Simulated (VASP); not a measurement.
The system is SiGe2N2.

```xyz
10
Lattice="5.4967 0.0000 0.0000 0.0000 5.4967 0.0000 0.0000 0.0000 4.0281" Properties=species:S:1:pos:R:3 pbc="T T T"
Si    0.0000    0.0000    0.0000
Si    2.7483    2.7483    0.0000
Ge    1.9859    4.7343    2.0140
Ge    0.7624    1.9859    2.0140
Ge    3.5107    0.7624    2.0140
Ge    4.7343    3.5107    2.0140
N     0.8800    3.6284    2.0140
N     1.8683    0.8800    2.0140
N     4.6167    1.8683    2.0140
N     3.6284    4.6167    2.0140
```

| Item | Value |
| --- | --- |
| Program | VASP 6.6.1 |
| Task | relaxation of cell and atoms |
| Functional | PBE |
| Potentials or basis | VASP PAW PBE potentials, release 64 (Si, Ge_d, N) |
| Cutoff | 600 eV |
| k mesh | 4 × 4 × 4 |
| Occupations | gaussian, width 0.1 eV |
| Spin | no spin polarisation |

At the start: pressure 89.6 GPa; volume 12.17 Å³/atom.

Where does the relaxation end?

Over 22 steps the energy falls by 1616.1 meV/atom and the volume is 14.31 Å³/atom (+17.6 %); space group P4/mbm (No. 127, to 0.05 Å).

The path:
| step | energy change (eV) | largest force (eV/Å) | pressure (GPa) | volume (Å³) |
| --- | --- | --- | --- | --- |
| 1 | 0.0000 | 4.7299 | 89.59 | 121.70 |
| 2 | -4.7026 | 0.8458 | -18.29 | 276.65 |
| 3 | -14.6329 | 2.3061 | -5.02 | 183.09 |
| 4 | -14.7043 | 2.4885 | -3.50 | 179.67 |
| 5 | -14.7293 | 2.6875 | -1.86 | 176.23 |
| 6 | -15.1311 | 1.8203 | -2.42 | 174.75 |
| 7 | -15.2630 | 0.8736 | -3.21 | 175.28 |
| 8 | -15.5332 | 0.7838 | -1.51 | 167.80 |
| 9 | -15.7397 | 0.6545 | 1.62 | 157.63 |
| 10 | -15.9122 | 0.3900 | -0.48 | 155.92 |
| 11 | -15.9249 | 0.7005 | -1.04 | 155.32 |
| 12 | -16.0196 | 0.5422 | -1.90 | 152.86 |
| 13 | -16.0667 | 0.4229 | -2.72 | 150.22 |
| 14 | -16.1278 | 0.3660 | 0.04 | 145.20 |
| 15 | -16.1284 | 0.4039 | 0.48 | 144.49 |
| 16 | -16.1507 | 0.1222 | 0.82 | 143.07 |
| 17 | -16.1529 | 0.1814 | 0.97 | 142.36 |
| 18 | -16.1602 | 0.0463 | -0.24 | 143.28 |
| 19 | -16.1605 | 0.0658 | -0.03 | 143.15 |
| 20 | -16.1605 | 0.0628 | -0.12 | 143.16 |
| 21 | -16.1608 | 0.0480 | 0.19 | 143.04 |
| 22 | -16.1609 | 0.0221 | 0.02 | 143.08 |

Final structure:
```xyz
10
Lattice="6.5728 0.0000 0.0000 0.0000 6.5728 0.0000 0.0000 0.0000 3.3119" Properties=species:S:1:pos:R:3 pbc="T T T"
Si    0.0000    0.0000    0.0000
Si    3.2864    3.2864    0.0000
Ge    2.2399    5.5263    1.6559
Ge    1.0465    2.2399    1.6559
Ge    4.3329    1.0465    1.6559
Ge    5.5263    4.3329    1.6559
N     0.8919    4.1783    1.6559
N     2.3945    0.8919    1.6559
N     5.6809    2.3945    1.6559
N     4.1783    5.6809    1.6559
```

Caveat: the k points lie up to 0.47 Å⁻¹ apart in the final cell; the volume moved by over 15 % at a fixed basis, so the end points are rough.
